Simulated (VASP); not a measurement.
# KTaO3 in VASP: a series of runs, part 3 of 3

VASP 6.6.1.

### Step 5. Electric field gradients, LDA (equal xy, yz and zx shear strains of -2 %)

File INCAR:

```
PREC = Accurate ; ENCUT = 520
EDIFF = 1E-8 ; ISMEAR = -1
SIGMA = 0.01 ; LREAL = False
LASPH = True ; NELM = 120
ALGO = Normal ; ISIF = 2
LWAVE = False ; LCHARG = False
GGA = CA ; LEFG = True
NBANDS = 27 ; GGA_COMPAT = False
```

File KPOINTS:

```
Automatic mesh
0
Gamma
  5 5 5
```

File POSCAR:

```
KTaO3
1.0
    3.9883000000     -0.0398830000     -0.0398830000
   -0.0398830000      3.9883000000     -0.0398830000
   -0.0398830000     -0.0398830000      3.9883000000
K Ta O
1 1 3
Direct
    0.5000000000      0.5000000000      0.5000000000
    0.0000000000      0.0000000000      0.0000000000
    0.5000000000      0.0000000000      0.0000000000
    0.0000000000      0.5000000000      0.0000000000
    0.0000000000      0.0000000000      0.5000000000
```

Potentials or basis: VASP PAW LDA potentials, release 64 (K_sv, Ta_pv, O).

Run with:

```bash
> cat potpaw_LDA.64/K_sv/POTCAR potpaw_LDA.64/Ta_pv/POTCAR potpaw_LDA.64/O/POTCAR > POTCAR
> mpirun -np 1 vasp_std > vasp.out
```

OUTCAR:

```text
PREC = Accurate
   ENCUT = 520
   EDIFF = 1E-8
   ISMEAR = -1
   LREAL = False
   LASPH = True
   NELM = 120
   ISIF = 2
   GGA = CA

 ion  position               nearest neighbor table
   1  0.500  0.500  0.500-   3 2.79   4 2.79   5 2.79   3 2.79   4 2.79   5 2.79   5 2.85   3 2.85
                             4 2.85   5 2.85   4 2.85   3 2.85   2 3.38   2 3.38   2 3.48   2 3.48
   2  0.000  0.000  0.000-   3 1.99   4 1.99   5 1.99   5 1.99   4 1.99   3 1.99   1 3.38   1 3.38
                             1 3.48   1 3.48   1 3.48   1 3.48   1 3.48   1 3.48
   3  0.500  0.000  0.000-   2 1.99   2 1.99   1 2.79   1 2.79   1 2.85   1 2.85
   4  0.000  0.500  0.000-   2 1.99   2 1.99   1 2.79   1 2.79   1 2.85   1 2.85
   5  0.000  0.000  0.500-   2 1.99   2 1.99   1 2.79   1 2.79   1 2.85   1 2.85

  LATTYP: Found a trigonal (rhomboedric) cell.
 ALAT       =     3.9886988101
 COS(alpha) =    -0.0198960208

  Lattice vectors:

 A1 = (   3.9883000000,  -0.0398830000,  -0.0398830000)
 A2 = (  -0.0398830000,   3.9883000000,  -0.0398830000)
 A3 = (  -0.0398830000,  -0.0398830000,   3.9883000000)

Analysis of symmetry for initial positions (statically):
=====================================================================
 Subroutine PRICEL returns:
 Original cell was already a primitive cell.

 Routine SETGRP: Setting up the symmetry group for a
 trigonal (rhombohedral) supercell.

 Subroutine GETGRP returns: Found 12 space group operations
 (whereof 12 operations were pure point group operations)
 out of a pool of 12 trial point group operations.

The static configuration has the point symmetry D_3d.

Analysis of symmetry for dynamics (positions and initial velocities):
=====================================================================
 Subroutine PRICEL returns:
 Original cell was already a primitive cell.

 Routine SETGRP: Setting up the symmetry group for a
 trigonal (rhombohedral) supercell.

 Subroutine GETGRP returns: Found 12 space group operations
 (whereof 12 operations were pure point group operations)
 out of a pool of 12 trial point group operations.

The dynamic configuration has the point symmetry D_3d.

 Subroutine INISYM returns: Found 12 space group operations
 (whereof 12 operations are pure point group operations),
 and found     1 'primitive' translations

----------------------------------------------------------------------------------------

                                     Primitive cell

  volume of cell :      63.4209

  direct lattice vectors                    reciprocal lattice vectors
     3.988300000 -0.039883000 -0.039883000     0.250784059  0.002533172  0.002533172
    -0.039883000  3.988300000 -0.039883000     0.002533172  0.250784059  0.002533172
    -0.039883000 -0.039883000  3.988300000     0.002533172  0.002533172  0.250784059

  length of vectors
     3.988698810  3.988698810  3.988698810     0.250809645  0.250809645  0.250809645

  position of ions in fractional coordinates (direct lattice)
     0.500000000  0.500000000  0.500000000
     0.000000000  0.000000000  0.000000000
[... 97 lines left out ...]
     AMIX_MAG =   1.60;   BMIX_MAG =  1.00
  volume/ion in A,a.u.               =      12.68        85.60
  Fermi-wavevector in a.u.,A,eV,Ry     =   1.380147  2.608099 25.916446  1.904805
  Thomas-Fermi vector in A             =   2.505051
   LORBIT       =      0    0 simple, 1 ext, 2 COOP (PROOUT), +10 PAW based schemes
   GGA     = CA    functional components
   LHFCALC =     F    Hartree Fock is set to
   AEXX    =    0.0000 exact exchange contribution
   IVDW    =     0    specifies the selected vdW correction
   LEPSILON=     F    determine dielectric tensor
   LRPA    =     F    only Hartree local field effects (RPA)
 non-spin polarized calculation
  energy-cutoff  :      520.00
  volume of cell :       63.42
 maximum number of plane-waves:      1743
 NGX is ok and might be reduce to    30
   NGX = 15   NGY = 15   NGZ = 15

 number of electron      37.9999974 magnetization

 Free energy of the ion-electron system (eV)
  ---------------------------------------------------
  ext. energy  EPLUGINS =         0.00000000
  ---------------------------------------------------
  free energy    TOTEN  =       -45.01313677 eV

  energy without entropy =      -45.01313677  energy(sigma->0) =      -45.01313677

 E-fermi :   1.7763     XC(G=0): -11.4310

 val. band max:        1.4218484248   @ k =   0.4000   0.4000   0.4000
 cond. band min:       3.4766778814   @ k =   0.0000   0.0000   0.0000
 fundamental gap:      2.0548294566
 Fermi energy:         1.7763465756

 k-point     1 :       0.0000    0.0000    0.0000
  band No.  band energies     occupation
      1     -32.4091      2.00000
      2     -32.3847      2.00000
      3     -32.3847      2.00000
      4     -25.3492      2.00000
      5     -15.7312      2.00000
      6     -14.9886      2.00000
[... 559 lines left out ...]
     26      12.4801      0.00000
     27      13.1545      0.00000

------------------------ aborting loop because EDIFF is reached ----------------------------------------

  FORCE on cell =-STRESS in cart. coord.  units (eV):
  Direction    XX          YY          ZZ          XY          YZ          ZX
  --------------------------------------------------------------------------------------
  -------------------------------------------------------------------------------------
  Total       -1.7362749     -1.7362749     -1.7362749      0.7870046      0.7870046      0.7870046
  in kB      -43.8628455    -43.8628455    -43.8628455     19.8817931     19.8817931     19.8817931
  external PRESSURE =     -43.8628455 kB  Pullay stress =       0.0000000 kB

 VOLUME and BASIS-vectors are now :
 -----------------------------------------------------------------------------
  energy-cutoff  :      520.00
  volume of cell :       63.42
      direct lattice vectors                 reciprocal lattice vectors
     3.988300000 -0.039883000 -0.039883000     0.250784059  0.002533172  0.002533172
    -0.039883000  3.988300000 -0.039883000     0.002533172  0.250784059  0.002533172
    -0.039883000 -0.039883000  3.988300000     0.002533172  0.002533172  0.250784059

 POSITION                                       TOTAL-FORCE (eV/Angst)
 -----------------------------------------------------------------------------------
      1.95427      1.95427      1.95427        -0.000000      0.000000      0.000000
      0.00000      0.00000      0.00000         0.000000      0.000000     -0.000000
      1.99415     -0.01994     -0.01994         0.000000     -0.000000      0.000000
     -0.01994      1.99415     -0.01994         0.000000      0.000000     -0.000000
     -0.01994     -0.01994      1.99415        -0.000000     -0.000000     -0.000000
 -----------------------------------------------------------------------------------
    total drift:                                0.000000     -0.000000      0.000000

  FREE ENERGIE OF THE ION-ELECTRON SYSTEM (eV)
  ---------------------------------------------------
  free  energy   TOTEN  =       -45.0131367650 eV

  energy  without entropy=      -45.0131367650  energy(sigma->0) =      -45.01313677

 Electric field gradients (V/A^2)
---------------------------------------------------------------------
 ion       V_xx      V_yy      V_zz      V_xy      V_xz      V_yz
---------------------------------------------------------------------
   1      -0.000    -0.000    -0.000    -1.511    -1.511    -1.511
   2       0.000     0.000    -0.000    23.222    23.222    23.222
   3      14.730    -7.365    -7.365    -2.485    -2.485     1.058
   4      -7.365    14.730    -7.365    -2.485     1.058    -2.485
   5      -7.365    -7.365    14.730     1.058    -2.485    -2.485
---------------------------------------------------------------------

 Electric field gradients after diagonalization (V/A^2)
 (convention: |V_zz| > |V_xx| > |V_yy|)
----------------------------------------------------------------------
 ion       V_xx      V_yy      V_zz     asymmetry (V_yy - V_xx)/ V_zz
----------------------------------------------------------------------
   1       1.511     1.511    -3.022       0.000
   2     -23.222   -23.222    46.444       0.000
   3      -8.423    -6.878    15.301       0.101
   4      -8.423    -6.878    15.301       0.101
   5      -8.423    -6.878    15.301       0.101
----------------------------------------------------------------------

           NMR quadrupolar parameters

 Cq : quadrupolar parameter    Cq=e*Q*V_zz/h
 eta: asymmetry parameters     (V_yy - V_xx)/ V_zz
 Q  : nuclear electric quadrupole moment in mb (millibarn)
----------------------------------------------------------------------
 ion       Cq(MHz)       eta       Q (mb)
----------------------------------------------------------------------
   1      -0.007       0.000       1.000
   2       0.112       0.000       1.000
   3       0.037       0.101       1.000
   4       0.037       0.101       1.000
   5       0.037       0.101       1.000
----------------------------------------------------------------------
```

stdout:

```text
POSCAR found type information on POSCAR K TaO
 POSCAR found :  3 types and       5 ions
 scaLAPACK will be used
 LDA part: xc-table for (Slater(with rela. corr.)+CA(PZ))
 , standard interpolation
 POSCAR, INCAR and KPOINTS ok, starting setup
 FFT: planning ... GRIDC
 FFT: planning ... GRID_SOFT
 FFT: planning ... GRID
 WAVECAR not read
 entering main loop
ion   1

ion   2

ion   3
     0.0000293     0.6951674    -0.2979728    -0.2298662     0.6951674     0.3981399
     0.0000403     0.6951674    -0.2979728    -0.2298662     0.6951674     0.3981399
     0.0000555     0.6951674    -0.2979728    -0.2298662     0.6951674     0.3981400
     0.0000765     0.6951674    -0.2979728    -0.2298662     0.6951674     0.3981400

     0.0000293     2.2301894    -0.9325990     3.1021165     2.2301894    -5.3730234
     0.0000403     2.2301890    -0.9325988     3.1021157     2.2301890    -5.3730220
     0.0000555     2.2301884    -0.9325986     3.1021142     2.2301884    -5.3730195
     0.0000765     2.2301873    -0.9325981     3.1021118     2.2301873    -5.3730153

ion   4
     0.0000293     0.6951674     0.6951674    -0.2298662    -0.2979728    -0.3981399
     0.0000403     0.6951674     0.6951674    -0.2298662    -0.2979728    -0.3981399
     0.0000555     0.6951674     0.6951674    -0.2298662    -0.2979728    -0.3981400
     0.0000765     0.6951674     0.6951674    -0.2298662    -0.2979728    -0.3981400

     0.0000293     2.2301894     2.2301894     3.1021165    -0.9325990     5.3730234
     0.0000403     2.2301890     2.2301890     3.1021157    -0.9325988     5.3730220
     0.0000555     2.2301884     2.2301884     3.1021142    -0.9325986     5.3730195
     0.0000765     2.2301873     2.2301873     3.1021118    -0.9325981     5.3730153

ion   5
```

It took 29 s on 1 thread of Intel Xeon Platinum 8259CL at 2.50GHz (Skylake/Cascade Lake), shared host; peak memory 0.16 GiB.

Results:

```
Free energy            : -45.0131 eV
Pressure               : -4.4 GPa
Band gap on the k mesh : 2.05 eV, indirect (least direct gap 2.49 eV)
```

Electric field gradients, principal values (V/Å²):
```tsv
atom	least	middle	greatest (by size)
1 K	1.511	1.511	-3.022
2 Ta	-23.222	-23.222	46.444
3 O	-6.878	-8.423	15.301
4 O	-6.878	-8.423	15.301
5 O	-6.878	-8.423	15.301
```

Caveat: the cell differs from its parent crystal (equal xy, yz and zx shear strains of -2 %); without QUAD_EFG the Cq values of the log hold for a quadrupole moment of 1 mb, not for the nuclei; spin-orbit coupling is left out, which moves the levels of the heavy elements. A k mesh can miss the band edges.

### Step 6. Overview

```csv
cell,gap on the mesh (eV),pressure (GPa)
"a = 4.002 Å, 5 atoms",2.11,-6.4
"a = 4.041 Å, 5 atoms",2.04,-11.5
"a = 3.989 Å, angles 91.1°, 5 atoms",2.05,-4.4
```

Alike in all rows: task electric field gradients; level LDA; potentials or basis VASP PAW LDA potentials, release 64 (K_sv, Ta_pv, O); no spin polarisation; k mesh 5 × 5 × 5; cutoff (eV) 520; smearing fermi-dirac 0.01 eV.

Caveats: spin-orbit coupling is left out, which moves the levels of the heavy elements.

Total energies depend on the potentials used, so only differences within one code and one set of settings carry meaning.
